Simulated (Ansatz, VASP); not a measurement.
## Two plane-wave programs on Sn4Se3

```
CELL_PARAMETERS angstrom
0.00000 5.15339 5.15339
5.15339 0.00000 5.15339
5.15339 5.15339 0.00000
ATOMIC_POSITIONS crystal
Sn 0.64613 0.64613 0.64613
Sn 0.64613 0.64613 0.06161
Sn 0.64613 0.06161 0.64613
Sn 0.06161 0.64613 0.64613
Se 0.50000 0.50000 0.50000
Se 0.25000 0.25000 0.25000
Se 0.00000 0.00000 0.00000
```

Alike in both runs: functional PBE; k mesh 3 × 3 × 3; occupations gaussian, width 0.2 eV; no spin polarisation.

Ansatz relaxed the structure, and its values are those at the end. VASP's run is a single point on that final structure, the one shown.

```csv
,VASP,Ansatz
version,VASP 6.6.1,Ansatz 0.2.0
potentials or method,"VASP PAW PBE potentials, release 64 (Sn_d, Se), cutoff 500 eV","scalar-relativistic, plane waves, PAW"
valence electrons in the cell,74,104
```

|  | VASP | Ansatz | Ansatz less VASP |
| --- | --- | --- | --- |
| gap on the k mesh at the Fermi level (eV) | none | none | - |
| pressure (GPa) | -0.2 | -0.2 | +0.01 |
| rms of the force components (eV/Å) | 0.045 | 0.040 | -0.0056 |

A gap of «none» marks a metal or a gap that the smearing closes. With one functional, cell and mesh, what is left measures potentials, basis and numerics. VASP's potentials hold 74 valence electrons a cell and Ansatz's 104, so a difference there can come from the potentials and not from the codes.
